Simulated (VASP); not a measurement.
# VH2 (R3m) in VASP: notebook

The runs below take VH2 through single point, with LDA.

All numbers are computed with VASP 6.6.1; they aren't measurements. Logs are shortened: lines on timing, memory, paths and dates and some standing lists are left out, and cuts for length are marked.

**1. The cell of the first run**

The structure is trigonal, space group R3m (No. 160). Conventional cell: a = 3.020 Å, b = 3.020 Å, c = 7.398 Å, α = 90.00°, β = 90.00°, γ = 120.00°. Within 2.1 Å of V (site symmetry 3m) lie 8 H at 1.57 to 1.99 Å. Within 2.1 Å of H (site symmetry 3m) lie 4 V at 1.57 to 1.96 Å and 3 H at 2.06 Å. Within 2.4 Å of H (site symmetry 3m) lie 4 V at 1.81 to 1.99 Å and 6 H at 2.06 to 2.22 Å.

**2. Single point, LDA, collinear spin, ferromagnetic start (shortest bond scaled by 0.85)**

Contents of INCAR:

```
SYSTEM = VH2
ALGO = Normal
EDIFF = 1E-6
ENCUT = 520
GGA = CA
ISIF = 2
ISMEAR = -1
ISPIN = 2
LASPH = .True.
LCHARG = .True.
LELF = .True.
LMAXMIX = 4
LORBIT = 11
LREAL = .False.
LVHAR = .True.
LWAVE = .False.
MAGMOM = 1.5 0 0
NBANDS = 18
NELM = 150
PREC = Accurate
SIGMA = 0.05
```

Contents of KPOINTS:

```
k-points
0
Gamma
  11 11 11
  0 0 0
```

Contents of POSCAR:

```
VH2
1.0
    0.0000000000      2.1355000000      2.1355000000
    2.1355000000      0.0000000000      2.1355000000
    2.1355000000      2.1355000000      0.0000000000
V H
1 2
Direct
   -0.0562500000      0.0187500000      0.0187500000
    0.3062500000      0.2312500000      0.2312500000
    0.7500000000      0.7500000000      0.7500000000
```

Potentials or basis: VASP PAW LDA potentials, release 64 (V_sv, H).

The run is started by

```sh
> cat potpaw_LDA.64/V_sv/POTCAR potpaw_LDA.64/H/POTCAR > POTCAR
> mpirun -np 1 vasp_std > vasp.out
```

OUTCAR:

```text
SYSTEM = VH2
   EDIFF = 1E-6
   ENCUT = 520
   GGA = CA
   ISIF = 2
   ISMEAR = -1
   ISPIN = 2
   LASPH = .True.
   LORBIT = 11
   LREAL = .False.
   NELM = 150
   PREC = Accurate

 ion  position               nearest neighbor table
   1  0.944  0.019  0.019-   2 1.57   3 1.81   3 1.81   3 1.81
   2  0.306  0.231  0.231-   1 1.57
   3  0.750  0.750  0.750-   1 1.81   1 1.81   1 1.81

  LATTYP: Found a face centered cubic cell.
 ALAT       =     4.2710000000

  Lattice vectors:

 A1 = (   0.0000000000,   2.1355000000,   2.1355000000)
 A2 = (   2.1355000000,   0.0000000000,   2.1355000000)
 A3 = (   2.1355000000,   2.1355000000,   0.0000000000)

Analysis of symmetry for initial positions (statically):
=====================================================================
 Subroutine PRICEL returns:
 Original cell was already a primitive cell.

 Routine SETGRP: Setting up the symmetry group for a
 face centered cubic supercell.

 Subroutine GETGRP returns: Found  6 space group operations
 (whereof  6 operations were pure point group operations)
 out of a pool of 48 trial point group operations.

The static configuration has the point symmetry C_3v.

Analysis of symmetry for dynamics (positions and initial velocities):
=====================================================================
 Subroutine PRICEL returns:
 Original cell was already a primitive cell.

 Routine SETGRP: Setting up the symmetry group for a
 face centered cubic supercell.

 Subroutine GETGRP returns: Found  6 space group operations
 (whereof  6 operations were pure point group operations)
 out of a pool of 48 trial point group operations.

The dynamic configuration has the point symmetry C_3v.

Analysis of structural, dynamic, and magnetic symmetry:
=====================================================================
 Subroutine PRICEL returns:
 Original cell was already a primitive cell.

 Routine SETGRP: Setting up the symmetry group for a
 face centered cubic supercell.

 Subroutine GETGRP returns: Found  6 space group operations
 (whereof  6 operations were pure point group operations)
 out of a pool of 48 trial point group operations.

The overall configuration has the point symmetry C_3v.

 Subroutine INISYM returns: Found  6 space group operations
 (whereof  6 operations are pure point group operations),
 and found     1 'primitive' translations

----------------------------------------------------------------------------------------

                                     Primitive cell

  volume of cell :      19.4773

  direct lattice vectors                    reciprocal lattice vectors
     0.000000000  2.135500000  2.135500000    -0.234137204  0.234137204  0.234137204
     2.135500000  0.000000000  2.135500000     0.234137204 -0.234137204  0.234137204
     2.135500000  2.135500000  0.000000000     0.234137204  0.234137204 -0.234137204

  length of vectors
     3.020053062  3.020053062  3.020053062     0.405537534  0.405537534  0.405537534

  position of ions in fractional coordinates (direct lattice)
     0.943750000  0.018750000  0.018750000
     0.306250000  0.231250000  0.231250000
     0.750000000  0.750000000  0.750000000

  ion indices of the primitive-cell ions
   primitive index   ion index
                 1           1
                 2           2
                 3           3

----------------------------------------------------------------------------------------

 KPOINTS: k-points

Automatic generation of k-mesh.
 Grid dimensions read from file:
 generate k-points for:   11   11   11

 Generating k-lattice:

  Cartesian coordinates                     Fractional coordinates (reciprocal lattice)
    -0.021285200  0.021285200  0.021285200     0.090909091  0.000000000  0.000000000
     0.021285200 -0.021285200  0.021285200     0.000000000  0.090909091  0.000000000
     0.021285200  0.021285200 -0.021285200     0.000000000  0.000000000  0.090909091

  Length of vectors
     0.036867049  0.036867049  0.036867049

  Shift w.r.t. Gamma in fractional coordinates (k-lattice)
     0.000000000  0.000000000  0.000000000

 Subroutine IBZKPT returns following result:
 ===========================================

 Found    146 irreducible k-points:

 Following reciprocal coordinates:
            Coordinates               Weight
  0.000000  0.000000  0.000000      1.000000
  0.090909  0.000000  0.000000      2.000000
  0.000000  0.090909  0.000000      6.000000
  0.181818  0.000000  0.000000      2.000000
  0.000000  0.181818  0.000000      6.000000
  0.272727  0.000000  0.000000      2.000000
[... 16 lines left out ...]
  0.000000  0.454545  0.090909     12.000000
  0.090909  0.000000  0.454545      6.000000
 [... further k-points ...]
   k-points           NKPTS =    146   k-points in BZ     NKDIM =    146   number of bands    NBANDS=     18
   number of dos      NEDOS =    301   number of ions     NIONS =      3
   total plane-waves  NPLWV =  13824
   dimension x,y,z NGX =    24 NGY =   24 NGZ =   24
   dimension x,y,z NGXF=    48 NGYF=   48 NGZF=   48
   ions per type =               1   2
   NGX,Y,Z   is equivalent  to a cutoff of  13.21, 13.21, 13.21 a.u.
   NGXF,Y,Z  is equivalent  to a cutoff of  26.42, 26.42, 26.42 a.u.
 SYSTEM =  VH2
   PREC   = accura    normal or accurate (medium, high low for compatibility)
   ISTART =      0    job   : 0-new  1-cont  2-samecut
   ICHARG =      2    charge: 1-file 2-atom 10-const
   ISPIN  =      2    spin polarized calculation?
   LNONCOLLINEAR =      F non collinear calculations
   LSORBIT =      F    spin-orbit coupling
   LASPH  =      T    aspherical Exc in radial PAW
   ENCUT  =  520.0 eV  38.22 Ry    6.18 a.u.   5.62  5.62  5.62*2*pi/ulx,y,z
   NELM   =    150;   NELMIN=  2; NELMDL= -5     # of ELM steps
   EDIFF  = 0.1E-05   stopping-criterion for ELM
   LREAL  =      F    real-space projection
   EDIFFG = 0.1E-04   stopping-criterion for IOM
   NSW    =      0    number of steps for IOM
   IBRION =     -1    ionic relax: 0-MD 1-quasi-New 2-CG
   NFREE  =      0    steps in history (QN), initial steepest desc. (CG)
   ISIF   =      2    stress and relaxation
   ISYM   =      2    0-nonsym 1-usesym 2-fastsym
   POTIM  = 0.5000    time-step for ionic-motion
   TEBEG  =    0.0;   TEEND  =   0.0 temperature during run
   PSTRESS=    0.0 pullay stress
   NELECT =      15.0000    total number of electrons
   NUPDOWN=      -1.0000    fix difference up-down
   EMIN   =  10.00;   EMAX   =-10.00  energy-range for DOS
   EFERMI =   0.00;   METHOD = LEGACY
   ISMEAR =    -1;   SIGMA  =   0.05  broadening in eV -4-tet -1-fermi 0-gaus
   EFERMI_NEDOS =   21; number of points for ismear=-14 and -15
   IALGO  =     38    algorithm
   IMIX   =      4    mixing-type and parameters
     AMIX     =   0.40;   BMIX     =  1.00
     AMIX_MAG =   1.60;   BMIX_MAG =  1.00
  volume/ion in A,a.u.               =       6.49        43.81
  Fermi-wavevector in a.u.,A,eV,Ry     =   1.500591  2.835706 30.637237  2.251773
  Thomas-Fermi vector in A             =   2.612072
   LORBIT       =     11    0 simple, 1 ext, 2 COOP (PROOUT), +10 PAW based schemes
   GGA     = CA    functional components
   LHFCALC =     F    Hartree Fock is set to
   AEXX    =    0.0000 exact exchange contribution
   IVDW    =     0    specifies the selected vdW correction
   LEPSILON=     F    determine dielectric tensor
   LRPA    =     F    only Hartree local field effects (RPA)
 spin polarized calculation
  energy-cutoff  :      520.00
  volume of cell :       19.48
 maximum number of plane-waves:       534
   NGX = 11   NGY = 11   NGZ = 11

 number of electron      15.0000003 magnetization      -0.0006847

 number of electron      15.0000003 magnetization       0.0004095

 Free energy of the ion-electron system (eV)
  ---------------------------------------------------
  ext. energy  EPLUGINS =         0.00000000
  ---------------------------------------------------
  free energy    TOTEN  =       -17.49224773 eV

  energy without entropy =      -17.47926763  energy(sigma->0) =      -17.48575768

 E-fermi :   7.7831     XC(G=0): -12.4034

 val. band max:        7.7701325942   @ k =   0.0909  -0.3636   0.2727
 cond. band min:       7.7931849760   @ k =   0.2727   0.1818  -0.2727
 fundamental gap:      0.0230523818
 Fermi energy:         7.7831492861

 spin component 1

 k-point     1 :       0.0000    0.0000    0.0000
  band No.  band energies     occupation
      1     -55.9689      1.00000
      2     -30.1221      1.00000
      3     -30.0787      1.00000
      4     -30.0787      1.00000
      5      -3.3287      1.00000
      6       5.8614      1.00000
[... 10 lines left out ...]
     17      27.1856      0.00000
     18      27.2806      0.00000
[... 463 lines left out ...]
 k-point    24 :       0.0909    0.0000    0.4545
  band No.  band energies     occupation
      1     -55.9200      1.00000
      2     -30.3939      1.00000
      3     -30.1769      1.00000
      4     -30.1277      1.00000
      5       0.0204      1.00000
      6       2.5513      1.00000
[... 10 lines left out ...]
     17      26.8321      0.00000
     18      33.2845      0.00000

 [... further k-points ...]

 spin component 2

 k-point     1 :       0.0000    0.0000    0.0000
  band No.  band energies     occupation
      1     -55.9686      1.00000
      2     -30.1219      1.00000
      3     -30.0784      1.00000
      4     -30.0784      1.00000
      5      -3.3286      1.00000
      6       5.8616      1.00000
[... 10 lines left out ...]
     17      27.1857      0.00000
     18      27.2807      0.00000
[... 463 lines left out ...]
 k-point    24 :       0.0909    0.0000    0.4545
  band No.  band energies     occupation
      1     -55.9197      1.00000
      2     -30.3936      1.00000
      3     -30.1767      1.00000
      4     -30.1274      1.00000
      5       0.0205      1.00000
      6       2.5513      1.00000
[... 10 lines left out ...]
     17      26.8322      0.00000
     18      33.2846      0.00000

 [... further k-points ...]

------------------------ aborting loop because EDIFF is reached ----------------------------------------

  FORCE on cell =-STRESS in cart. coord.  units (eV):
  Direction    XX          YY          ZZ          XY          YZ          ZX
  --------------------------------------------------------------------------------------
  -------------------------------------------------------------------------------------
  Total       -1.3268485     -1.3268485     -1.3268485     -0.7660865      0.7660865     -0.7660865
  in kB     -109.1448407   -109.1448407   -109.1448407    -63.0172822     63.0172822    -63.0172822
  external PRESSURE =    -109.1448407 kB  Pullay stress =       0.0000000 kB

 VOLUME and BASIS-vectors are now :
 -----------------------------------------------------------------------------
  energy-cutoff  :      520.00
  volume of cell :       19.48
      direct lattice vectors                 reciprocal lattice vectors
     0.000000000  2.135500000  2.135500000    -0.234137204  0.234137204  0.234137204
     2.135500000  0.000000000  2.135500000     0.234137204 -0.234137204  0.234137204
     2.135500000  2.135500000  0.000000000     0.234137204  0.234137204 -0.234137204

 POSITION                                       TOTAL-FORCE (eV/Angst)
 -----------------------------------------------------------------------------------
      0.08008      2.05542      2.05542        -1.636365      1.636365      1.636365
      0.98767      1.14783      1.14783         1.432808     -1.432808     -1.432808
      3.20325      3.20325      3.20325         0.203557     -0.203557     -0.203557
 -----------------------------------------------------------------------------------
    total drift:                                0.000079     -0.000079     -0.000079

  FREE ENERGIE OF THE ION-ELECTRON SYSTEM (eV)
  ---------------------------------------------------
  free  energy   TOTEN  =       -17.4922477325 eV

  energy  without entropy=      -17.4792676303  energy(sigma->0) =      -17.48575768

 total charge

# of ion       s       p       d       tot
------------------------------------------
    1        2.221   6.223   3.209  11.653
    2        0.573   0.030   0.000   0.603
    3        0.559   0.027   0.000   0.586
--------------------------------------------------
tot          3.354   6.279   3.209  12.842

 magnetization (x)

# of ion       s       p       d       tot
------------------------------------------
    1        0.000   0.000   0.000   0.000
    2       -0.000   0.000   0.000  -0.000
    3       -0.000   0.000   0.000  -0.000
--------------------------------------------------
tot         -0.000   0.000   0.000   0.000
```

Wall time 26 s (1 thread of Intel Xeon 6975P-C (Granite Rapids), shared host); peak memory 0.19 GiB.

What came out:

| Property | Result |
| --- | --- |
| Free energy | -17.4922 eV |
| Pressure | -10.9 GPa |
| Largest force | 2.834 eV/Å |
| Net moment | 0.00 μB per cell |
| Valence electrons inside the program's atomic spheres | V 11.65; H 0.60, 0.59 |

Forces in eV/Å, atoms in the order of the input:
```
V   -1.636  1.636  1.636
H    1.433 -1.433 -1.433
H    0.204 -0.204 -0.204
```

Caveat: the cell differs from its parent crystal (shortest bond scaled by 0.85); forces of over 1 eV/Å act on the atoms, so gaps and moduli don't describe the material at rest.

**3. Single point, LDA, collinear spin, ferromagnetic start (shortest bond scaled by 0.62)**

Contents of INCAR:

```
SYSTEM = VH2
  ALGO = Normal
  EDIFF = 1E-6
  ENCUT = 520
  ISIF = 2
  ISMEAR = -1
  ISPIN = 2
  LASPH = .True.
  LCHARG = .False.
  LMAXMIX = 4
  LORBIT = 11
  LREAL = .False.
  LWAVE = .False.
  MAGMOM = 1.5 0 0
  NBANDS = 18
  NELM = 150
  PREC = Accurate
  SIGMA = 0.05
```

KPOINTS is that of step 2.

Contents of POSCAR:

```
VH2
1.0
    0.0000000000      2.1355000000      2.1355000000
    2.1355000000      0.0000000000      2.1355000000
    2.1355000000      2.1355000000      0.0000000000
V H
1 2
Direct
   -0.1425000000      0.0475000000      0.0475000000
    0.3925000000      0.2025000000      0.2025000000
    0.7500000000      0.7500000000      0.7500000000
```

Potentials or basis: VASP PAW LDA potentials, release 64 (V_sv, H).

The run is started by

```sh
> cat potpaw_LDA.64/V_sv/POTCAR potpaw_LDA.64/H/POTCAR > POTCAR
> mpirun -np 1 vasp_std > vasp.out
```

Run time: 26 s. Hardware: 1 thread of Intel Xeon 6975P-C (Granite Rapids), shared host; peak memory 0.19 GiB.

The run converged. Its results:

- Free energy: -13.8824 eV
- Pressure: 32.5 GPa
- Largest force: 18.556 eV/Å
- Net moment: 0.00 μB per cell
- Valence electrons inside the program's atomic spheres: V 12.04; H 0.82, 0.60

Forces in eV/Å, atoms in the order of the input:
```
V   -10.713  10.713  10.713
H    10.240 -10.240 -10.240
H     0.473  -0.473  -0.473
```

Stress tensor (GPa, compression positive):
```
 32.54 -45.67 -45.67
-45.67  32.54  45.67
-45.67  45.67  32.54
```

Levels at points of the mesh, in eV from the Fermi level:
Spin up:
```csv
k point,band 6,band 7,band 8,band 9,band 10,band 11
"(0.00, 0.00, 0.00)",-3.94,-0.59,-0.59,0.84,0.84,6.12
```
Spin down:
```tsv
k point	band 6	band 7	band 8	band 9	band 10	band 11
(0.00, 0.00, 0.00)	-3.94	-0.59	-0.59	0.84	0.84	6.12
```

Caveat: the cell differs from its parent crystal (shortest bond scaled by 0.62); forces of over 1 eV/Å act on the atoms, so gaps and moduli don't describe the material at rest.
